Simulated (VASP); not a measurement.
# W (Fm-3m) in VASP: a series of runs

Runs on W. Level: PBEsol. Tasks: single point.

Program: VASP 6.6.1. These are calculated values, not measurements. Logs are shortened: lines on timing, memory, paths and dates and some standing lists are left out, and cuts for length are marked.

## (1) The cell of the first run

Symmetry: Fm-3m, No. 225, cubic system. Conventional cell: a = 3.998 Å, b = 3.998 Å, c = 3.998 Å, α = 90.00°, β = 90.00°, γ = 90.00°. Within 3.7 Å of W (site symmetry m-3m) lie 12 W at 2.83 Å.

This isn't the form of W at room conditions, which is bcc.

## (2) Single point, PBEsol

File INCAR:

```
ALGO = Fast
EDIFF = 1E-6
ENCUT = 520
GGA = PS
ISIF = 2
ISMEAR = 0
ISYM = 0
LASPH = True
LCHARG = True
LELF = True
LREAL = False
LVHAR = True
LWAVE = False
NBANDS = 13
NELM = 60
PREC = Accurate
SIGMA = 0.1
```

File KPOINTS:

```
k-points
0
Gamma
  12 5 41
```

File POSCAR:

```
W
1.0
    2.8270069245      0.0000000000      0.0000000000
    0.0000000000      6.9247244644      0.0000000000
    1.4135034623     -2.3082414881      0.8160866044
W
1
Direct
    0.0000000000      0.0000000000      0.0000000000
```

Potentials or basis: VASP PAW PBE potentials, release 64 (W_sv).

The run is started by

```
$ cat potpaw_PBE.64/W_sv/POTCAR > POTCAR
$ mpirun -np 1 vasp_std > vasp.out
```

OUTCAR:

```text
EDIFF = 1E-6
   ENCUT = 520
   GGA = PS
   ISIF = 2
   ISMEAR = 0
   ISYM = 0
   LASPH = True
   LREAL = False
   NELM = 60
   PREC = Accurate

 ion  position               nearest neighbor table
   1  0.000  0.000  0.000-

IMPORTANT INFORMATION: All symmetrisations will be switched off!
NOSYMM: (Re-)initialisation of all symmetry stuff for point group C_1.

----------------------------------------------------------------------------------------

                                     Primitive cell

  volume of cell :      15.9759

  direct lattice vectors                    reciprocal lattice vectors
     2.827006925  0.000000000  0.000000000     0.353731005  0.000000000 -0.612680073
     0.000000000  6.924724464  0.000000000     0.000000000  0.144410078  0.408453382
     1.413503462 -2.308241488  0.816086604     0.000000000  0.000000000  1.225360145

  length of vectors
     2.827006925  6.924724464  2.827006925     0.707462010  0.433230234  1.225360145

  position of ions in fractional coordinates (direct lattice)
     0.000000000  0.000000000  0.000000000

  ion indices of the primitive-cell ions
   primitive index   ion index
                 1           1

----------------------------------------------------------------------------------------

 KPOINTS: k-points

Automatic generation of k-mesh.
 Grid dimensions read from file:
 generate k-points for:   12    5   41

 Generating k-lattice:

  Cartesian coordinates                     Fractional coordinates (reciprocal lattice)
     0.029477584  0.000000000 -0.051056673     0.083333333  0.000000000  0.000000000
     0.000000000  0.028882016  0.081690676     0.000000000  0.200000000  0.000000000
     0.000000000  0.000000000  0.029886833     0.000000000  0.000000000  0.024390244

  Length of vectors
     0.058955167  0.086646047  0.029886833

  Shift w.r.t. Gamma in fractional coordinates (k-lattice)
     0.000000000  0.000000000  0.000000000

 -----------------------------------------------------------------------------
|                                                                             |
|           W    W    AA    RRRRR   N    N  II  N    N   GGGG   !!!           |
|           W    W   A  A   R    R  NN   N  II  NN   N  G    G  !!!           |
|           W    W  A    A  R    R  N N  N  II  N N  N  G       !!!           |
|           W WW W  AAAAAA  RRRRR   N  N N  II  N  N N  G  GGG   !            |
|           WW  WW  A    A  R   R   N   NN  II  N   NN  G    G                |
|           W    W  A    A  R    R  N    N  II  N    N   GGGG   !!!           |
|                                                                             |
|     Your reciprocal lattice and k-lattice belong to different lattice       |
|     classes:                                                                |
|                                                                             |
|        The reciprocal lattice is body-centered cubic,                       |
|        whereas your k-lattice is triclinic.                                 |
|                                                                             |
|     Results are often still useful ...                                      |
|                                                                             |
 -----------------------------------------------------------------------------

 WARNING: IBZKPT: internal override: KBLOWUP is changed to .FALSE.
      ... skipping the blow-up phase ...

 Subroutine IBZKPT returns following result:
 ===========================================

 Found   1231 irreducible k-points:

 Following reciprocal coordinates:
            Coordinates               Weight
  0.000000  0.000000  0.000000      1.000000
  0.083333  0.000000 -0.000000      2.000000
  0.166667  0.000000  0.000000      2.000000
  0.250000  0.000000  0.000000      2.000000
  0.333333  0.000000  0.000000      2.000000
  0.416667  0.000000  0.000000      2.000000
[... 16 lines left out ...]
  0.250000  0.400000  0.000000      2.000000
  0.333333  0.400000 -0.000000      2.000000
 [... further k-points ...]
   k-points           NKPTS =   1231   k-points in BZ     NKDIM =   1231   number of bands    NBANDS=     13
   number of dos      NEDOS =    301   number of ions     NIONS =      1
   total plane-waves  NPLWV =  31104
   dimension x,y,z NGX =    24 NGY =   54 NGZ =   24
   dimension x,y,z NGXF=    48 NGYF=  108 NGZF=   48
   ions per type =               1
   NGX,Y,Z   is equivalent  to a cutoff of  14.11, 12.96, 14.11 a.u.
   NGXF,Y,Z  is equivalent  to a cutoff of  28.23, 25.93, 28.23 a.u.
 SYSTEM =  unknown system
   PREC   = accura    normal or accurate (medium, high low for compatibility)
   ISTART =      0    job   : 0-new  1-cont  2-samecut
   ICHARG =      2    charge: 1-file 2-atom 10-const
   ISPIN  =      1    spin polarized calculation?
   LNONCOLLINEAR =      F non collinear calculations
   LSORBIT =      F    spin-orbit coupling
   LASPH  =      T    aspherical Exc in radial PAW
   ENCUT  =  520.0 eV  38.22 Ry    6.18 a.u.   5.26 12.88  5.26*2*pi/ulx,y,z
   NELM   =     60;   NELMIN=  2; NELMDL= -5     # of ELM steps
   EDIFF  = 0.1E-05   stopping-criterion for ELM
   LREAL  =      F    real-space projection
   EDIFFG = 0.1E-04   stopping-criterion for IOM
   NSW    =      0    number of steps for IOM
   IBRION =     -1    ionic relax: 0-MD 1-quasi-New 2-CG
   NFREE  =      0    steps in history (QN), initial steepest desc. (CG)
   ISIF   =      2    stress and relaxation
   ISYM   =      0    0-nonsym 1-usesym 2-fastsym
   POTIM  = 0.5000    time-step for ionic-motion
   TEBEG  =    0.0;   TEEND  =   0.0 temperature during run
   PSTRESS=    0.0 pullay stress
   NELECT =      14.0000    total number of electrons
   NUPDOWN=      -1.0000    fix difference up-down
   EMIN   =  10.00;   EMAX   =-10.00  energy-range for DOS
   EFERMI =   0.00;   METHOD = LEGACY
   ISMEAR =     0;   SIGMA  =   0.10  broadening in eV -4-tet -1-fermi 0-gaus
   EFERMI_NEDOS =   21; number of points for ismear=-14 and -15
   IALGO  =     68    algorithm
   IMIX   =      4    mixing-type and parameters
     AMIX     =   0.40;   BMIX     =  1.00
     AMIX_MAG =   1.60;   BMIX_MAG =  1.00
  volume/ion in A,a.u.               =      15.98       107.81
  Fermi-wavevector in a.u.,A,eV,Ry     =   1.566615  2.960473 33.392545  2.454283
  Thomas-Fermi vector in A             =   2.668917
   LORBIT       =      0    0 simple, 1 ext, 2 COOP (PROOUT), +10 PAW based schemes
   GGA     = PS    functional components
   LHFCALC =     F    Hartree Fock is set to
   AEXX    =    0.0000 exact exchange contribution
   IVDW    =     0    specifies the selected vdW correction
   LEPSILON=     F    determine dielectric tensor
   LRPA    =     F    only Hartree local field effects (RPA)
 non-spin polarized calculation
 RMM-DIIS sequential band-by-band and
 Gauss-broadening in eV      SIGMA  =   0.10
  energy-cutoff  :      520.00
  volume of cell :       15.98
 maximum number of plane-waves:       444
 NGX is ok and might be reduce to    24
   NGX = 11   NGY = 25   NGZ = 11

 number of electron      14.0000001 magnetization

 Free energy of the ion-electron system (eV)
  ---------------------------------------------------
  ext. energy  EPLUGINS =         0.00000000
  ---------------------------------------------------
  free energy    TOTEN  =       -13.31303179 eV

  energy without entropy =      -13.30679027  energy(sigma->0) =      -13.30991103

 E-fermi :  10.6847     XC(G=0): -13.7064

 val. band max:       10.6831035180   @ k =  -0.4167  -0.4000   0.4634
 cond. band min:      10.6857731684   @ k =  -0.0833   0.4000   0.3659
 fundamental gap:      0.0026696504
 Fermi energy:        10.6847304802

 k-point     1 :       0.0000    0.0000    0.0000
  band No.  band energies     occupation
      1     -62.8850      2.00000
      2     -26.4766      2.00000
      3     -26.4762      2.00000
      4     -26.4744      2.00000
      5       1.5435      2.00000
      6      10.0955      2.00000
      7      10.0960      2.00000
      8      10.0963      2.00000
      9      13.3350      0.00000
     10      13.3356      0.00000
     11      23.5503      0.00000
     12      28.8638      0.00000
     13      28.8655      0.00000

 k-point     2 :       0.0833    0.0000   -0.0000
  band No.  band energies     occupation
      1     -62.8644      2.00000
      2     -26.6863      2.00000
      3     -26.5397      2.00000
      4     -26.4922      2.00000
      5       2.3559      2.00000
      6       9.4893      2.00000
      7      10.4536      1.99892
      8      10.4795      1.99629
      9      12.7125      0.00000
     10      13.3930      0.00000
     11      25.1139      0.00000
     12      26.8618      0.00000
     13      29.4744      0.00000

 k-point     3 :       0.1667    0.0000    0.0000
  band No.  band energies     occupation
      1     -62.8151      2.00000
      2     -27.1140      2.00000
      3     -26.7274      2.00000
      4     -26.5463      2.00000
      5       4.3740      2.00000
      6       8.6112      2.00000
      7      10.2134      2.00000
      8      11.4799      0.00000
      9      11.7533      0.00000
     10      14.8810      0.00000
     11      25.3736      0.00000
     12      28.2642      0.00000
     13      30.3229      0.00000

 k-point     4 :       0.2500    0.0000    0.0000
  band No.  band energies     occupation
      1     -62.7647      2.00000
      2     -27.3882      2.00000
      3     -27.0111      2.00000
      4     -26.6464      2.00000
      5       6.5904      2.00000
      6       8.5455      2.00000
      7       8.7564      2.00000
      8      11.5569      0.00000
      9      13.0157      0.00000
     10      17.5664      0.00000
     11      23.7290      0.00000
     12      27.6274      0.00000
     13      27.6873      0.00000

 k-point     5 :       0.3333    0.0000    0.0000
  band No.  band energies     occupation
      1     -62.7346      2.00000
      2     -27.3320      2.00000
      3     -27.3221      2.00000
      4     -26.7755      2.00000
      5       6.7803      2.00000
      6       7.8528      2.00000
      7       9.6407      2.00000
      8      12.5078      0.00000
      9      14.7415      0.00000
     10      17.9003      0.00000
     11      23.5542      0.00000
     12      24.1938      0.00000
     13      29.5336      0.00000
[... 257 lines left out ...]
 k-point    22 :       0.1667    0.4000    0.0000
  band No.  band energies     occupation
      1     -62.8277      2.00000
      2     -26.9551      2.00000
      3     -26.6358      2.00000
      4     -26.6286      2.00000
      5       3.7968      2.00000
      6       8.3187      2.00000
      7      10.7937      0.12326
      8      11.4491      0.00000
      9      11.9127      0.00000
     10      14.1356      0.00000
     11      27.0023      0.00000
     12      27.9533      0.00000
     13      30.1435      0.00000

 k-point    23 :       0.2500    0.4000    0.0000
  band No.  band energies     occupation
      1     -62.8249      2.00000
      2     -27.0017      2.00000
      3     -26.6344      2.00000
      4     -26.6205      2.00000
      5       3.9123      2.00000
      6       8.3613      2.00000
      7      10.6113      1.70126
      8      11.3479      0.00000
      9      12.1908      0.00000
     10      14.1775      0.00000
     11      26.3187      0.00000
     12      28.1199      0.00000
     13      30.4791      0.00000

 k-point    24 :       0.3333    0.4000   -0.0000
  band No.  band energies     occupation
      1     -62.7994      2.00000
      2     -27.3588      2.00000
      3     -26.6257      2.00000
      4     -26.6034      2.00000
      5       4.6422      2.00000
      6       9.1247      2.00000
      7      10.1471      2.00000
      8      10.5283      1.97310
      9      13.7924      0.00000
     10      14.6636      0.00000
     11      23.2322      0.00000
     12      27.2960      0.00000
     13      32.4086      0.00000

 [... further k-points ...]

------------------------ aborting loop because EDIFF is reached ----------------------------------------

  FORCE on cell =-STRESS in cart. coord.  units (eV):
  Direction    XX          YY          ZZ          XY          YZ          ZX
  --------------------------------------------------------------------------------------
  -------------------------------------------------------------------------------------
  Total        0.0413062      0.1030140      0.0059135      0.0010465      0.0100948     -0.0007814
  in kB        4.1424815     10.3309769      0.5930461      0.1049500      1.0123752     -0.0783600
  external PRESSURE =       5.0221681 kB  Pullay stress =       0.0000000 kB

 VOLUME and BASIS-vectors are now :
 -----------------------------------------------------------------------------
  energy-cutoff  :      520.00
  volume of cell :       15.98
      direct lattice vectors                 reciprocal lattice vectors
     2.827006925  0.000000000  0.000000000     0.353731005  0.000000000 -0.612680073
     0.000000000  6.924724464  0.000000000     0.000000000  0.144410078  0.408453382
     1.413503462 -2.308241488  0.816086604     0.000000000  0.000000000  1.225360145

 POSITION                                       TOTAL-FORCE (eV/Angst)
 -----------------------------------------------------------------------------------
      0.00000      0.00000      0.00000         0.000001      0.000000     -0.000000
 -----------------------------------------------------------------------------------
    total drift:                                0.000001      0.000000     -0.000000

  FREE ENERGIE OF THE ION-ELECTRON SYSTEM (eV)
  ---------------------------------------------------
  free  energy   TOTEN  =       -13.3130317928 eV

  energy  without entropy=      -13.3067902710  energy(sigma->0) =      -13.30991103
```

Wall time 8.6 min (1 thread of Intel Xeon Platinum 8375C at 2.90GHz (Ice Lake), shared host); peak memory 0.4 GiB.

The run converged, but its numbers aren't listed here, since they failed a check.

Caveat: the PAW data sets were made with another functional, which shifts forces and pressure a little; spin-orbit coupling is left out, which moves the levels of the heavy elements.

(Continued in part 2 of 2.)
